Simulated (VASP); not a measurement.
# Si2Ni in VASP: further runs

Runs on Si2Ni. Level: PBEsol. Tasks: single point, relaxation of cell and atoms.

All numbers are computed with VASP 6.6.1; they aren't measurements. Logs are shortened: lines on timing, memory, paths and dates and some standing lists are left out, and cuts for length are marked.

## (1) The cell of the first run

It takes space group Immm (No. 71, orthorhombic). Conventional cell: a = 3.736 Å, b = 3.831 Å, c = 5.418 Å, α = 90.00°, β = 90.00°, γ = 90.00°. Within 3.0 Å of Si (site symmetry mm2) lie 4 Ni at 2.31 to 2.35 Å and 6 Si at 2.68 to 2.71 Å. Within 3.0 Å of Ni (site symmetry mmm) lie 8 Si at 2.31 to 2.35 Å.

## (2) Single point, PBEsol (uniaxial strain along a: -2.0 %)

File INCAR:

```
PREC = Accurate ; ENCUT = 520
EDIFF = 1E-6 ; ISMEAR = 0
SIGMA = 0.1 ; LREAL = F
LASPH = T ; NELM = 80
ALGO = Normal ; ISIF = 2
LWAVE = F ; LCHARG = F
GGA = PS ; NBANDS = 27
```

File KPOINTS:

```
Automatic mesh
0
Gamma
  10 10 8
```

File POSCAR:

```
Si2Ni
1.0
    2.6417807273      2.6417807273      0.0000000000
   -2.7091730927      2.7091730927      0.0000000000
    0.0000000000      0.0000000000      5.4183461855
Si Ni
4 2
Direct
    0.0000000000      0.5000000000      0.7500000000
    0.5000000000      0.0000000000      0.7500000000
    0.5000000000      0.0000000000      0.2500000000
    0.0000000000      0.5000000000      0.2500000000
    0.0000000000      0.0000000000      0.0000000000
    0.5000000000      0.5000000000      0.5000000000
```

Potentials or basis: VASP PAW PBE potentials, release 64 (Si, Ni).

Command:

```
> cat potpaw_PBE.64/Si/POTCAR potpaw_PBE.64/Ni/POTCAR > POTCAR
> mpirun -np 1 vasp_std > vasp.out
```

OUTCAR:

```text
PREC = Accurate
   ENCUT = 520
   EDIFF = 1E-6
   ISMEAR = 0
   LREAL = F
   LASPH = T
   NELM = 80
   ISIF = 2
   GGA = PS

 ion  position               nearest neighbor table
   1  0.000  0.500  0.750-   6 2.31   6 2.31   5 2.35   5 2.35   2 2.68   2 2.68   2 2.68   2 2.68
                             4 2.71   4 2.71
   2  0.500  0.000  0.750-   5 2.31   5 2.31   6 2.35   6 2.35   1 2.68   1 2.68   1 2.68   1 2.68
                             3 2.71   3 2.71
   3  0.500  0.000  0.250-   5 2.31   5 2.31   6 2.35   6 2.35   4 2.68   4 2.68   4 2.68   4 2.68
                             2 2.71   2 2.71
   4  0.000  0.500  0.250-   6 2.31   6 2.31   5 2.35   5 2.35   3 2.68   3 2.68   3 2.68   3 2.68
                             1 2.71   1 2.71
   5  0.000  0.000  0.000-   2 2.31   3 2.31   2 2.31   3 2.31   1 2.35   4 2.35   1 2.35   4 2.35

   6  0.500  0.500  0.500-   1 2.31   4 2.31   1 2.31   4 2.31   2 2.35   3 2.35   3 2.35   2 2.35

  LATTYP: Found a simple orthorhombic cell.
 ALAT       =     3.7360421334
 B/A-ratio  =     1.0255102040
 C/A-ratio  =     1.4502904389

  Lattice vectors:

 A1 = (   2.6417807273,   2.6417807273,   0.0000000000)
 A2 = (  -2.7091730927,   2.7091730927,   0.0000000000)
 A3 = (   0.0000000000,   0.0000000000,   5.4183461855)

Analysis of symmetry for initial positions (statically):
=====================================================================
 Subroutine PRICEL returns following result:

  LATTYP: Found a body centered orthorhombic cell.
 ALAT       =     3.7360421334
 B/A-ratio  =     1.0255102040
 C/A-ratio  =     1.4502904389

  Lattice vectors:

 A1 = (   0.0336961827,  -2.6754769100,  -2.7091730927)
 A2 = (  -0.0336961827,   2.6754769100,  -2.7091730928)
 A3 = (   2.6754769100,  -0.0336961827,   2.7091730928)

   2 primitive cells build up your supercell.

 Routine SETGRP: Setting up the symmetry group for a
 simple orthorhombic supercell.

 Subroutine GETGRP returns: Found  8 space group operations
 (whereof  8 operations were pure point group operations)
 out of a pool of  8 trial point group operations.

The static configuration has the point symmetry D_2h.

Analysis of symmetry for dynamics (positions and initial velocities):
=====================================================================
 Subroutine PRICEL returns following result:

  LATTYP: Found a body centered orthorhombic cell.
 ALAT       =     3.7360421334
[... 121 lines left out ...]
   LREAL  =      F    real-space projection
   EDIFFG = 0.1E-04   stopping-criterion for IOM
   NSW    =      0    number of steps for IOM
   IBRION =     -1    ionic relax: 0-MD 1-quasi-New 2-CG
   NFREE  =      0    steps in history (QN), initial steepest desc. (CG)
   ISIF   =      2    stress and relaxation
   ISYM   =      2    0-nonsym 1-usesym 2-fastsym
   POTIM  = 0.5000    time-step for ionic-motion
   TEBEG  =    0.0;   TEEND  =   0.0 temperature during run
   PSTRESS=    0.0 pullay stress
   NELECT =      36.0000    total number of electrons
   NUPDOWN=      -1.0000    fix difference up-down
   EMIN   =  10.00;   EMAX   =-10.00  energy-range for DOS
   EFERMI =   0.00;   METHOD = LEGACY
   ISMEAR =     0;   SIGMA  =   0.10  broadening in eV -4-tet -1-fermi 0-gaus
   EFERMI_NEDOS =   21; number of points for ismear=-14 and -15
   IALGO  =     38    algorithm
   IMIX   =      4    mixing-type and parameters
     AMIX     =   0.40;   BMIX     =  1.00
     AMIX_MAG =   1.60;   BMIX_MAG =  1.00
  volume/ion in A,a.u.               =      12.93        87.23
  Fermi-wavevector in a.u.,A,eV,Ry     =   1.267551  2.395325 21.860297  1.606687
  Thomas-Fermi vector in A             =   2.400693
   LORBIT       =      0    0 simple, 1 ext, 2 COOP (PROOUT), +10 PAW based schemes
   GGA     = PS    functional components
   LHFCALC =     F    Hartree Fock is set to
   AEXX    =    0.0000 exact exchange contribution
   IVDW    =     0    specifies the selected vdW correction
   LEPSILON=     F    determine dielectric tensor
   LRPA    =     F    only Hartree local field effects (RPA)
 non-spin polarized calculation
 Gauss-broadening in eV      SIGMA  =   0.10
  energy-cutoff  :      520.00
  volume of cell :       77.56
 maximum number of plane-waves:      2112
 NGX is ok and might be reduce to    28
   NGX = 13   NGY = 15   NGZ = 21

 number of electron      36.0000014 magnetization

 Free energy of the ion-electron system (eV)
  ---------------------------------------------------
  ext. energy  EPLUGINS =         0.00000000
  ---------------------------------------------------
  free energy    TOTEN  =       -37.93876020 eV

  energy without entropy =      -37.92942224  energy(sigma->0) =      -37.93409122

 E-fermi :  10.6327     XC(G=0): -11.7826

 val. band max:       10.6314324980   @ k =   0.4000   0.4000   0.0000
 cond. band min:      10.6456662847   @ k =   0.1000   0.0000   0.5000
 fundamental gap:      0.0142337867
 Fermi energy:        10.6326715681

 k-point     1 :       0.0000    0.0000    0.0000
  band No.  band energies     occupation
      1      -3.3946      2.00000
      2       0.5707      2.00000
      3       2.4135      2.00000
      4       3.3306      2.00000
      5       5.2439      2.00000
      6       5.3126      2.00000
[... 709 lines left out ...]
     26      18.1653      0.00000
     27      18.7199      0.00000

 [... further k-points ...]

------------------------ aborting loop because EDIFF is reached ----------------------------------------

  FORCE on cell =-STRESS in cart. coord.  units (eV):
  Direction    XX          YY          ZZ          XY          YZ          ZX
  --------------------------------------------------------------------------------------
  -------------------------------------------------------------------------------------
  Total        0.9269235      0.9269235      0.4548397      1.5927020      0.0000000      0.0000000
  in kB       19.1480355     19.1480355      9.3959056     32.9014360      0.0000000      0.0000000
  external PRESSURE =      15.8973255 kB  Pullay stress =       0.0000000 kB

 VOLUME and BASIS-vectors are now :
 -----------------------------------------------------------------------------
  energy-cutoff  :      520.00
  volume of cell :       77.56
      direct lattice vectors                 reciprocal lattice vectors
     2.641780727  2.641780727  0.000000000     0.189266276  0.189266276  0.000000000
    -2.709173093  2.709173093  0.000000000    -0.184558160  0.184558160  0.000000000
     0.000000000  0.000000000  5.418346185     0.000000000  0.000000000  0.184558160

 POSITION                                       TOTAL-FORCE (eV/Angst)
 -----------------------------------------------------------------------------------
     -1.35459      1.35459      4.06376        -0.000000     -0.000000      0.192914
      1.32089      1.32089      4.06376        -0.000000     -0.000000     -0.192914
      1.32089      1.32089      1.35459        -0.000000     -0.000000      0.192914
     -1.35459      1.35459      1.35459        -0.000000     -0.000000     -0.192914
      0.00000      0.00000      0.00000        -0.000000     -0.000000     -0.000000
     -0.03370      2.67548      2.70917         0.000000      0.000000      0.000000
 -----------------------------------------------------------------------------------
    total drift:                               -0.000000      0.000000      0.000000

  FREE ENERGIE OF THE ION-ELECTRON SYSTEM (eV)
  ---------------------------------------------------
  free  energy   TOTEN  =       -37.9387602007 eV

  energy  without entropy=      -37.9294222382  energy(sigma->0) =      -37.93409122
```

OSZICAR:

```text
N       E                     dE             d eps       ncg     rms          rms(c)
DAV:   1     0.197790281214E+03    0.19779E+03   -0.15184E+04  9728   0.139E+03
DAV:   2    -0.267131576927E+02   -0.22450E+03   -0.21253E+03  9759   0.298E+02
DAV:   3    -0.420710338824E+02   -0.15358E+02   -0.14835E+02 12079   0.879E+01
DAV:   4    -0.425239939432E+02   -0.45296E+00   -0.45020E+00 11913   0.140E+01
DAV:   5    -0.425372316367E+02   -0.13238E-01   -0.13230E-01 12639   0.253E+00    0.245E+01
DAV:   6    -0.519384779419E+02   -0.94012E+01   -0.10837E+02 11390   0.184E+02    0.366E+01
DAV:   7    -0.383482644874E+02    0.13590E+02   -0.29510E+01 11783   0.112E+02    0.719E+00
DAV:   8    -0.380728776989E+02    0.27539E+00   -0.65187E+00 14665   0.336E+01    0.450E+00
DAV:   9    -0.379432484910E+02    0.12963E+00   -0.87441E-01 13514   0.131E+01    0.107E+00
DAV:  10    -0.379407859912E+02    0.24625E-02   -0.17814E-02 14562   0.168E+00    0.599E-01
DAV:  11    -0.379387390744E+02    0.20469E-02   -0.36084E-03 11531   0.299E-01    0.106E-01
DAV:  12    -0.379387832344E+02   -0.44160E-04   -0.28050E-04 12377   0.154E-01    0.823E-02
DAV:  13    -0.379387599575E+02    0.23277E-04   -0.15526E-04 12841   0.231E-01    0.151E-02
DAV:  14    -0.379387603233E+02   -0.36580E-06   -0.18161E-05 13865   0.564E-02    0.450E-03
DAV:  15    -0.379387602007E+02    0.12265E-06   -0.48685E-07  6236   0.865E-03
   1 F= -.37938760E+02 E0= -.37934091E+02  d E =-.933796E-02
```

stdout:

```text
POSCAR found type information on POSCAR SiNi
 POSCAR found :  2 types and       6 ions
 scaLAPACK will be used
 -----------------------------------------------------------------------------
|                                                                             |
|                                                                             |
|     You enforced a specific xc type in the INCAR file but a different       |
|     I HOPE YOU KNOW WHAT YOU ARE DOING!                                     |
|                                                                             |
 -----------------------------------------------------------------------------

 LDA part: xc-table for (Slater+PW92), standard interpolation
 POSCAR, INCAR and KPOINTS ok, starting setup
 FFT: planning ... GRIDC
 FFT: planning ... GRID_SOFT
 FFT: planning ... GRID
 WAVECAR not read
 entering main loop
```

It took 3.9 min on 1 thread of Intel Xeon Platinum 8488C (Sapphire Rapids), shared host; peak memory 0.4 GiB.

What came out:

| Property | Result |
| --- | --- |
| Free energy | -37.9388 eV |
| Pressure | 1.6 GPa |
| Largest force | 0.193 eV/Å |
| Band gap on the k mesh | zero (bands 18 and 19 overlap by 1.81 eV) |

Forces in eV/Å, atoms in the order of the input:
```
Si   0.000  0.000  0.193
Si   0.000  0.000 -0.193
Si   0.000  0.000  0.193
Si   0.000  0.000 -0.193
Ni   0.000  0.000  0.000
Ni   0.000  0.000  0.000
```

Levels at points of the mesh, in eV from the Fermi level:
```csv
k point,band 15,band 16,band 17,band 18,band 19,band 20,band 21,band 22
"(0.00, 0.00, 0.00)",-3.21,-0.36,-0.15,1.38,1.55,1.82,1.83,2.11
"(0.50, 0.00, 0.00)",-2.91,-2.91,-1.21,-1.21,0.94,0.94,2.62,2.62
"(0.00, 0.50, 0.00)",-2.87,-2.87,-1.06,-1.06,1.27,1.27,2.88,2.88
"(0.50, 0.50, 0.00)",-3.54,-3.54,-3.21,-3.21,-0.43,-0.43,1.29,1.29
"(0.00, 0.00, 0.50)",-1.84,-1.84,-1.74,-1.74,-0.33,-0.33,1.89,1.89
"(0.50, 0.00, 0.50)",-1.57,-1.57,-1.56,-1.56,1.67,1.67,1.74,1.74
"(0.00, 0.50, 0.50)",-1.50,-1.50,-1.30,-1.30,1.80,1.80,1.90,1.90
"(0.50, 0.50, 0.50)",-3.26,-3.26,-2.53,-2.53,2.15,2.15,2.26,2.26
```

Caveat: the cell differs from its parent crystal (uniaxial strain along a: -2.0 %); the PAW data sets were made with another functional, which shifts forces and pressure a little.

## (3) Single point, PBEsol (uniaxial strain along a: -2.0 %, then relaxed in part)

File INCAR:

```
  ALGO = Normal
  EDIFF = 1E-7
  ENCUT = 520
  GGA = PS
  ISIF = 2
  ISMEAR = 0
  LASPH = True
  LCHARG = False
  LREAL = False
  LWAVE = False
  NBANDS = 27
  NELM = 100
  PREC = Accurate
  SIGMA = 0.1
```

File KPOINTS:

```
k-points
0
Gamma
  10 10 8
```

File POSCAR:

```
Si2Ni
1.0
    2.6417807273      2.6417807273      0.0000000000
   -2.6895981309      2.6895981309      0.0000000000
    0.0000000000      0.0000000000      5.4684678143
Si Ni
4 2
Direct
    0.0000000000      0.5000000000      0.7523270339
    0.5000000000      0.0000000000      0.7476729661
    0.5000000000      0.0000000000      0.2523270339
    0.0000000000      0.5000000000      0.2476729661
    0.0000000000      0.0000000000      0.0000000000
    0.5000000000      0.5000000000      0.5000000000
```

Potentials or basis: VASP PAW PBE potentials, release 64 (Si, Ni).

Command:

```
> cat potpaw_PBE.64/Si/POTCAR potpaw_PBE.64/Ni/POTCAR > POTCAR
> mpirun -np 1 vasp_std > vasp.out
```

OUTCAR:

```text
EDIFF = 1E-7
   ENCUT = 520
   GGA = PS
   ISIF = 2
   ISMEAR = 0
   LASPH = True
   LREAL = False
   NELM = 100
   PREC = Accurate

 ion  position               nearest neighbor table
   1  0.000  0.500  0.752-   6 2.32   6 2.32   5 2.33   5 2.33   2 2.67   2 2.67   2 2.67   2 2.67
                             4 2.71   4 2.76
   2  0.500  0.000  0.748-   5 2.32   5 2.32   6 2.33   6 2.33   1 2.67   1 2.67   1 2.67   1 2.67
                             3 2.71   3 2.76
[... 954 lines left out ...]
  -------------------------------------------------------------------------------------
  Total        0.8219798      0.8219798      0.0759272      0.7519701      0.0000000      0.0000000
  in kB       16.9469642     16.9469642      1.5654103     15.5035566      0.0000000      0.0000000
  external PRESSURE =      11.8197795 kB  Pullay stress =       0.0000000 kB

 VOLUME and BASIS-vectors are now :
 -----------------------------------------------------------------------------
  energy-cutoff  :      520.00
  volume of cell :       77.71
      direct lattice vectors                 reciprocal lattice vectors
     2.641780727  2.641780727  0.000000000     0.189266276  0.189266276  0.000000000
    -2.689598131  2.689598131  0.000000000    -0.185901378  0.185901378  0.000000000
     0.000000000  0.000000000  5.468467814     0.000000000  0.000000000  0.182866579

 POSITION                                       TOTAL-FORCE (eV/Angst)
 -----------------------------------------------------------------------------------
     -1.34480      1.34480      4.11408         0.000000     -0.000000      0.002934
      1.32089      1.32089      4.08863         0.000000     -0.000000     -0.002934
      1.32089      1.32089      1.37984         0.000000     -0.000000      0.002934
     -1.34480      1.34480      1.35439         0.000000     -0.000000     -0.002934
      0.00000      0.00000      0.00000        -0.000000      0.000000     -0.000000
     -0.02391      2.66569      2.73423         0.000000     -0.000000     -0.000000
 -----------------------------------------------------------------------------------
    total drift:                               -0.000000      0.000000      0.000000

  FREE ENERGIE OF THE ION-ELECTRON SYSTEM (eV)
  ---------------------------------------------------
  free  energy   TOTEN  =       -37.9483501744 eV

  energy  without entropy=      -37.9395663400  energy(sigma->0) =      -37.94395826
```

OSZICAR:

```text
N       E                     dE             d eps       ncg     rms          rms(c)
DAV:   1     0.199277398859E+03    0.19928E+03   -0.15267E+04  9728   0.139E+03
DAV:   2    -0.266904421323E+02   -0.22597E+03   -0.21404E+03  9800   0.298E+02
DAV:   3    -0.420540161643E+02   -0.15364E+02   -0.14820E+02 11828   0.881E+01
DAV:   4    -0.425284206730E+02   -0.47440E+00   -0.47140E+00 12176   0.142E+01
DAV:   5    -0.425417968604E+02   -0.13376E-01   -0.13369E-01 12526   0.254E+00    0.245E+01
DAV:   6    -0.520246007827E+02   -0.94828E+01   -0.10852E+02 11420   0.184E+02    0.367E+01
DAV:   7    -0.383736160010E+02    0.13651E+02   -0.29500E+01 11768   0.112E+02    0.724E+00
DAV:   8    -0.380797103701E+02    0.29391E+00   -0.65405E+00 14729   0.339E+01    0.448E+00
DAV:   9    -0.379526958254E+02    0.12701E+00   -0.86943E-01 13633   0.130E+01    0.107E+00
DAV:  10    -0.379504148651E+02    0.22810E-02   -0.17287E-02 14482   0.162E+00    0.606E-01
DAV:  11    -0.379483289933E+02    0.20859E-02   -0.35742E-03 11605   0.295E-01    0.108E-01
DAV:  12    -0.379483744929E+02   -0.45500E-04   -0.29675E-04 12431   0.165E-01    0.837E-02
DAV:  13    -0.379483497417E+02    0.24751E-04   -0.16037E-04 12744   0.235E-01    0.153E-02
DAV:  14    -0.379483501411E+02   -0.39943E-06   -0.18532E-05 13902   0.576E-02    0.468E-03
DAV:  15    -0.379483500390E+02    0.10211E-06   -0.67084E-07 12810   0.851E-03    0.228E-03
DAV:  16    -0.379483501417E+02   -0.10269E-06   -0.37707E-08  6261   0.333E-03    0.690E-04
DAV:  17    -0.379483501744E+02   -0.32639E-07   -0.18451E-08  5907   0.976E-04
   1 F= -.37948350E+02 E0= -.37943958E+02  d E =-.878383E-02
```

It took 4.3 min on 1 thread of Intel Xeon Platinum 8488C (Sapphire Rapids), shared host; peak memory 0.41 GiB.

Results:

```
Free energy            : -37.9484 eV
Pressure               : 1.2 GPa
Band gap on the k mesh : zero (bands 18 and 19 overlap by 1.88 eV)
```

Forces in eV/Å, atoms in the order of the input:
```
Si   0.000  0.000  0.003
Si   0.000  0.000 -0.003
Si   0.000  0.000  0.003
Si   0.000  0.000 -0.003
Ni   0.000  0.000  0.000
Ni   0.000  0.000  0.000
```

Stress tensor (GPa, compression positive):
```
1.69 1.55 0.00
1.55 1.69 0.00
0.00 0.00 0.16
```

Levels at points of the mesh, in eV from the Fermi level:
```tsv
k point	band 16	band 17	band 18	band 19	band 20	band 21
(0.00, 0.00, 0.00)	-0.29	-0.14	1.43	1.54	1.72	1.95
(0.50, 0.00, 0.00)	-2.91	-1.16	-1.16	1.04	1.04	2.62
(0.00, 0.50, 0.00)	-2.91	-1.00	-1.00	1.34	1.34	2.79
(0.50, 0.50, 0.00)	-3.51	-3.19	-3.19	-0.46	-0.46	1.27
(0.00, 0.00, 0.50)	-1.90	-1.73	-1.73	-0.27	-0.27	1.90
(0.50, 0.00, 0.50)	-1.51	-1.50	-1.50	1.68	1.68	1.68
(0.00, 0.50, 0.50)	-1.65	-1.25	-1.25	1.80	1.80	1.89
(0.50, 0.50, 0.50)	-3.22	-2.54	-2.54	2.10	2.10	2.17
```

Caveat: the cell differs from its parent crystal (uniaxial strain along a: -2.0 %, then relaxed in part); the PAW data sets were made with another functional, which shifts forces and pressure a little. Spin polarisation is off, so any magnetic state and its effect on volume and gap are missing.

[end of part 1 of 2]
